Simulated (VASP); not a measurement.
Here is a VASP 6.6.1 calculation.

File INCAR:

```
SYSTEM = SnSe
ALGO     = Normal         ! electronic algorithm
EDIFF    = 1E-7           ! SCF threshold, eV
ENCUT    = 520            ! plane-wave cutoff, eV
GGA      = PS             ! functional
ISIF     = 2              ! what is computed and relaxed
ISMEAR   = -1             ! smearing method
LASPH    = .TRUE.         ! aspherical terms in the spheres
LCHARG   = .TRUE.         ! write CHGCAR
LELF     = .TRUE.         ! ELF
LREAL    = .FALSE.        ! projectors in reciprocal space
LVHAR    = .TRUE.       
LWAVE    = .FALSE.        ! write WAVECAR
NBANDS   = 17             ! bands
NELM     = 100            ! most SCF steps
PREC     = Accurate       ! precision mode
SIGMA    = 0.08           ! smearing width, eV
```

KPOINTS

```
k-points
0
G
  12 12 12
  0 0 0
```

The input POSCAR:

```
SnSe
1.0
    0.0000000000      3.3257231900      3.3257231900
    3.3257231900      0.0000000000      3.3257231900
    3.3257231900      3.3257231900      0.0000000000
Sn Se
1 1
Direct
    0.0000000000      0.0000000000      0.0000000000
    0.2500000000      0.2500000000      0.2500000000
```

Potentials or basis: VASP PAW PBE potentials, release 64 (Sn_d, Se).

Command:

```console
$ cat potpaw_PBE.64/Sn_d/POTCAR potpaw_PBE.64/Se/POTCAR > POTCAR
$ mpirun -np 1 vasp_std > vasp.out
```

Question: Estimate the band gap on the k mesh.

Answer: Zero (band 10 reaches 3.23 eV, above the bottom of band 11 at 3.02 eV).

Question: Predict the pressure.

Answer: 0.0 GPa.

Caveat: the PAW data sets were made with another functional, which shifts forces and pressure a little; spin-orbit coupling is left out, which moves the levels of the heavy elements.
